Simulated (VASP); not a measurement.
# Cd (P-1) in VASP: single point with PBEsol

Aim: the single point of Cd with PBEsol.

All numbers are computed with VASP 6.6.1; they aren't measurements. Logs are shortened: lines on timing, memory, paths and dates and some standing lists are left out, and cuts for length are marked.

## Step 1: The cell of the first run

The typed cell holds 2 atoms: a = 2.979 Å, b = 2.966 Å, c = 5.618 Å, α = 89.79°, β = 89.43°, γ = 119.57°.

## Step 2: Single point, PBEsol (equal xy, yz and zx shear strains of +1 %)

File INCAR:

```
SYSTEM = Cd
PREC = Accurate
ENCUT = 520
EDIFF = 1E-7
ISMEAR = -1
SIGMA = 0.05
LREAL = .False.
LASPH = .True.
NELM = 100
ALGO = Normal
ISIF = 2
LWAVE = .False.
LCHARG = .True.
GGA = PS
LELF = .True.
LVHAR = .True.
NBANDS = 19
```

File KPOINTS:

```
Automatic mesh
0
Gamma
  14 14 7
  0 0 0
```

File POSCAR:

```
Cd
1.0
    2.9788725081      0.0148943625      0.0148943625
   -1.4765373577      2.5723320853      0.0054517151
    0.0280882500      0.0280882500      5.6176500000
Cd
2
Direct
    0.3333333333      0.6666666667      0.2500000000
    0.6666666667      0.3333333333      0.7500000000
```

Potentials or basis: VASP PAW PBE potentials, release 64 (Cd).

Started as:

```
> cat potpaw_PBE.64/Cd/POTCAR > POTCAR
> mpirun -np 1 vasp_std > vasp.out
```

OUTCAR:

```text
SYSTEM = Cd
   PREC = Accurate
   ENCUT = 520
   EDIFF = 1E-7
   ISMEAR = -1
   LREAL = .False.
   LASPH = .True.
   NELM = 100
   ISIF = 2
   GGA = PS

 ion  position               nearest neighbor table
   1  0.333  0.667  0.250-   2 3.28   2 3.28   2 3.28   2 3.30   2 3.31   2 3.32
   2  0.667  0.333  0.750-   1 3.28   1 3.28   1 3.28   1 3.30   1 3.31   1 3.32

  LATTYP: Found a triclinic cell.
 ALAT       =     2.9918498557
 B/A-ratio  =     0.9913558883
 C/A-ratio  =     1.8776979830
 COS(alpha) =     0.0036852528
 COS(beta)  =     0.0136346634
 COS(gamma) =     0.5000188430

  Lattice vectors:

 A1 = (   1.5023351504,   2.5872264478,   0.0203460776)
 A2 = (  -1.4765373577,   2.5723320853,   0.0054517151)
 A3 = (   0.0280882500,   0.0280882500,   5.6176500000)

Analysis of symmetry for initial positions (statically):
=====================================================================
 Subroutine PRICEL returns:
 Original cell was already a primitive cell.

 Routine SETGRP: Setting up the symmetry group for a
 triclinic supercell.

 Subroutine GETGRP returns: Found  2 space group operations
 (whereof  2 operations were pure point group operations)
 out of a pool of  2 trial point group operations.

The static configuration has the point symmetry S_2 .

Analysis of symmetry for dynamics (positions and initial velocities):
=====================================================================
 Subroutine PRICEL returns:
 Original cell was already a primitive cell.

 Routine SETGRP: Setting up the symmetry group for a
 triclinic supercell.

 Subroutine GETGRP returns: Found  2 space group operations
 (whereof  2 operations were pure point group operations)
 out of a pool of  2 trial point group operations.

The dynamic configuration has the point symmetry S_2 .

 Subroutine INISYM returns: Found  2 space group operations
 (whereof  2 operations are pure point group operations),
 and found     1 'primitive' translations

----------------------------------------------------------------------------------------

                                     Primitive cell

  volume of cell :      43.1675

  direct lattice vectors                    reciprocal lattice vectors
     2.978872508  0.014894362  0.014894362     0.334749882  0.192154455 -0.002634522
    -1.476537358  2.572332085  0.005451715    -0.001928604  0.387649349 -0.001928604
     0.028088250  0.028088250  5.617650000    -0.000885668 -0.000885668  0.178019235

  length of vectors
     2.978946979  2.965987971  5.617790439     0.385989325  0.387658944  0.178023641

  position of ions in fractional coordinates (direct lattice)
     0.333333333  0.666666667  0.250000000
     0.666666667  0.333333333  0.750000000

  ion indices of the primitive-cell ions
   primitive index   ion index
                 1           1
                 2           2

----------------------------------------------------------------------------------------

 KPOINTS: Automatic mesh

Automatic generation of k-mesh.
 Grid dimensions read from file:
 generate k-points for:   14   14    7

 Generating k-lattice:

  Cartesian coordinates                     Fractional coordinates (reciprocal lattice)
     0.023910706  0.013725318 -0.000188180     0.071428571  0.000000000 -0.000000000
    -0.000137757  0.027689239 -0.000137757    -0.000000000  0.071428571 -0.000000000
    -0.000126524 -0.000126524  0.025431319     0.000000000  0.000000000  0.142857143

  Length of vectors
     0.027570666  0.027689925  0.025431949

  Shift w.r.t. Gamma in fractional coordinates (k-lattice)
     0.000000000  0.000000000  0.000000000

 Subroutine IBZKPT returns following result:
 ===========================================

 Found    688 irreducible k-points:

 Following reciprocal coordinates:
            Coordinates               Weight
  0.000000  0.000000  0.000000      1.000000
  0.071429  0.000000  0.000000      2.000000
  0.142857  0.000000  0.000000      2.000000
  0.214286 -0.000000  0.000000      2.000000
  0.285714  0.000000  0.000000      2.000000
  0.357143  0.000000  0.000000      2.000000
[... 16 lines left out ...]
 -0.000000  0.142857  0.000000      2.000000
  0.071429  0.142857  0.000000      2.000000
 [... further k-points ...]
   k-points           NKPTS =    688   k-points in BZ     NKDIM =    688   number of bands    NBANDS=     19
   number of dos      NEDOS =    301   number of ions     NIONS =      2
   total plane-waves  NPLWV =  24192
   dimension x,y,z NGX =    24 NGY =   24 NGZ =   42
   dimension x,y,z NGXF=    48 NGYF=   48 NGZF=   84
   ions per type =               2
   NGX,Y,Z   is equivalent  to a cutoff of  13.39, 13.45, 12.43 a.u.
   NGXF,Y,Z  is equivalent  to a cutoff of  26.79, 26.90, 24.86 a.u.
 SYSTEM =  Cd
   PREC   = accura    normal or accurate (medium, high low for compatibility)
   ISTART =      0    job   : 0-new  1-cont  2-samecut
   ICHARG =      2    charge: 1-file 2-atom 10-const
   ISPIN  =      1    spin polarized calculation?
   LNONCOLLINEAR =      F non collinear calculations
   LSORBIT =      F    spin-orbit coupling
   LASPH  =      T    aspherical Exc in radial PAW
   ENCUT  =  520.0 eV  38.22 Ry    6.18 a.u.   5.54  5.51 10.45*2*pi/ulx,y,z
   NELM   =    100;   NELMIN=  2; NELMDL= -5     # of ELM steps
   EDIFF  = 0.1E-06   stopping-criterion for ELM
   LREAL  =      F    real-space projection
   EDIFFG = 0.1E-05   stopping-criterion for IOM
   NSW    =      0    number of steps for IOM
   IBRION =     -1    ionic relax: 0-MD 1-quasi-New 2-CG
   NFREE  =      0    steps in history (QN), initial steepest desc. (CG)
   ISIF   =      2    stress and relaxation
   ISYM   =      2    0-nonsym 1-usesym 2-fastsym
   POTIM  = 0.5000    time-step for ionic-motion
   TEBEG  =    0.0;   TEEND  =   0.0 temperature during run
   PSTRESS=    0.0 pullay stress
   NELECT =      24.0000    total number of electrons
   NUPDOWN=      -1.0000    fix difference up-down
   EMIN   =  10.00;   EMAX   =-10.00  energy-range for DOS
   EFERMI =   0.00;   METHOD = LEGACY
   ISMEAR =    -1;   SIGMA  =   0.05  broadening in eV -4-tet -1-fermi 0-gaus
   EFERMI_NEDOS =   21; number of points for ismear=-14 and -15
   IALGO  =     38    algorithm
   IMIX   =      4    mixing-type and parameters
     AMIX     =   0.40;   BMIX     =  1.00
     AMIX_MAG =   1.60;   BMIX_MAG =  1.00
  volume/ion in A,a.u.               =      21.58       145.65
  Fermi-wavevector in a.u.,A,eV,Ry     =   1.346149  2.543852 24.655337  1.812116
  Thomas-Fermi vector in A             =   2.474004
   LORBIT       =      0    0 simple, 1 ext, 2 COOP (PROOUT), +10 PAW based schemes
   GGA     = PS    functional components
   LHFCALC =     F    Hartree Fock is set to
   AEXX    =    0.0000 exact exchange contribution
   IVDW    =     0    specifies the selected vdW correction
   LEPSILON=     F    determine dielectric tensor
   LRPA    =     F    only Hartree local field effects (RPA)
 non-spin polarized calculation
  energy-cutoff  :      520.00
  volume of cell :       43.17
 maximum number of plane-waves:      1188
 NGX is ok and might be reduce to    24
   NGX = 11   NGY = 11   NGZ = 21

 number of electron      23.9999995 magnetization

 Free energy of the ion-electron system (eV)
  ---------------------------------------------------
  ext. energy  EPLUGINS =         0.00000000
  ---------------------------------------------------
  free energy    TOTEN  =        -2.38856189 eV

  energy without entropy =       -2.38260289  energy(sigma->0) =       -2.38558239

 E-fermi :   2.8031     XC(G=0): -11.2102

 val. band max:        2.8023234791   @ k =   0.5000   0.3571   0.1429
 cond. band min:       2.8059670046   @ k =  -0.2143  -0.4286   0.2857
 fundamental gap:      0.0036435255
 Fermi energy:         2.8030917771

 k-point     1 :       0.0000    0.0000    0.0000
  band No.  band energies     occupation
      1      -7.0483      2.00000
      2      -6.7803      2.00000
      3      -6.4279      2.00000
      4      -6.3752      2.00000
      5      -6.3708      2.00000
      6      -6.3201      2.00000
[... 11 lines left out ...]
     18      17.7782      0.00000
     19      18.4909      0.00000

 k-point     2 :       0.0714    0.0000    0.0000
  band No.  band energies     occupation
      1      -6.9963      2.00000
      2      -6.7299      2.00000
      3      -6.4435      2.00000
      4      -6.3896      2.00000
      5      -6.3267      2.00000
      6      -6.2778      2.00000
[... 11 lines left out ...]
     18      17.6381      0.00000
     19      18.9294      0.00000

 k-point     3 :       0.1429    0.0000    0.0000
  band No.  band energies     occupation
      1      -6.8874      2.00000
      2      -6.6463      2.00000
      3      -6.4932      2.00000
      4      -6.3825      2.00000
      5      -6.1959      2.00000
      6      -6.1519      2.00000
[... 11 lines left out ...]
     18      17.0327      0.00000
     19      17.5212      0.00000

 k-point     4 :       0.2143   -0.0000    0.0000
  band No.  band energies     occupation
      1      -6.8798      2.00000
      2      -6.6485      2.00000
      3      -6.4683      2.00000
      4      -6.2611      2.00000
      5      -6.2437      2.00000
      6      -5.9999      2.00000
[... 11 lines left out ...]
     18      15.6328      0.00000
     19      16.3574      0.00000

 k-point     5 :       0.2857    0.0000    0.0000
  band No.  band energies     occupation
      1      -6.9778      2.00000
      2      -6.7684      2.00000
      3      -6.4757      2.00000
      4      -6.3111      2.00000
      5      -6.1290      2.00000
      6      -6.0531      2.00000
[... 11 lines left out ...]
     18      16.0429      0.00000
     19      16.1759      0.00000
[... 334 lines left out ...]
      2      -6.6556      2.00000
      3      -6.4520      2.00000
      4      -6.3988      2.00000
      5      -6.2489      2.00000
      6      -6.2299      2.00000
[... 11 lines left out ...]
     18      17.9512      0.00000
     19      18.3557      0.00000

 k-point    22 :      -0.0714    0.0714   -0.0000
  band No.  band energies     occupation
      1      -6.9927      2.00000
      2      -6.7250      2.00000
      3      -6.4029      2.00000
      4      -6.3688      2.00000
      5      -6.3512      2.00000
      6      -6.3184      2.00000
[... 11 lines left out ...]
     18      17.6430      0.00000
     19      18.8915      0.00000

 k-point    23 :      -0.0000    0.1429    0.0000
  band No.  band energies     occupation
      1      -6.8776      2.00000
      2      -6.6361      2.00000
      3      -6.4762      2.00000
      4      -6.3761      2.00000
      5      -6.2140      2.00000
      6      -6.1697      2.00000
[... 11 lines left out ...]
     18      17.1046      0.00000
     19      17.6256      0.00000

 k-point    24 :       0.0714    0.1429    0.0000
  band No.  band energies     occupation
      1      -6.7985      2.00000
      2      -6.5921      2.00000
      3      -6.5168      2.00000
      4      -6.3840      2.00000
      5      -6.1377      2.00000
      6      -6.0998      2.00000
[... 11 lines left out ...]
     18      16.5859      0.00000
     19      17.2771      0.00000

 [... further k-points ...]
[... 5 lines left out ...]
  --------------------------------------------------------------------------------------
  -------------------------------------------------------------------------------------
  Total       -0.2451665     -0.2621474     -0.3578231     -0.0372636     -0.0168673     -0.0141495
  in kB       -9.0994482     -9.7296985    -13.2807418     -1.3830539     -0.6260351     -0.5251627
  external PRESSURE =     -10.7032962 kB  Pullay stress =       0.0000000 kB

 VOLUME and BASIS-vectors are now :
 -----------------------------------------------------------------------------
  energy-cutoff  :      520.00
  volume of cell :       43.17
      direct lattice vectors                 reciprocal lattice vectors
     2.978872508  0.014894362  0.014894362     0.334749882  0.192154455 -0.002634522
    -1.476537358  2.572332085  0.005451715    -0.001928604  0.387649349 -0.001928604
     0.028088250  0.028088250  5.617650000    -0.000885668 -0.000885668  0.178019235

 POSITION                                       TOTAL-FORCE (eV/Angst)
 -----------------------------------------------------------------------------------
      0.01562      1.72687      1.41301         0.004075      0.000522      0.000099
      1.51480      0.88844      4.22498        -0.004075     -0.000522     -0.000099
 -----------------------------------------------------------------------------------
    total drift:                               -0.000000      0.000000     -0.000000

  FREE ENERGIE OF THE ION-ELECTRON SYSTEM (eV)
  ---------------------------------------------------
  free  energy   TOTEN  =        -2.3885618866 eV

  energy  without entropy=       -2.3826028932  energy(sigma->0) =       -2.38558239
```

Wall time 2.9 min (1 thread of Intel Xeon 6975P-C (Granite Rapids), shared host); peak memory 0.53 GiB.

Results:

* Free energy: -2.3886 eV
* Pressure: -1.1 GPa
* Largest force: 0.004 eV/Å
* Band gap on the k mesh: zero (bands 12 and 13 overlap by 4.38 eV)

Forces on the atoms (eV/Å):
```
Cd   0.004  0.001  0.000
Cd  -0.004 -0.001  0.000
```

Stress tensor (GPa, compression positive):
```
-0.91 -0.14 -0.05
-0.14 -0.97 -0.06
-0.05 -0.06 -1.33
```

Caveat: the cell differs from its parent crystal (equal xy, yz and zx shear strains of +1 %); the PAW data sets were made with another functional, which shifts forces and pressure a little.
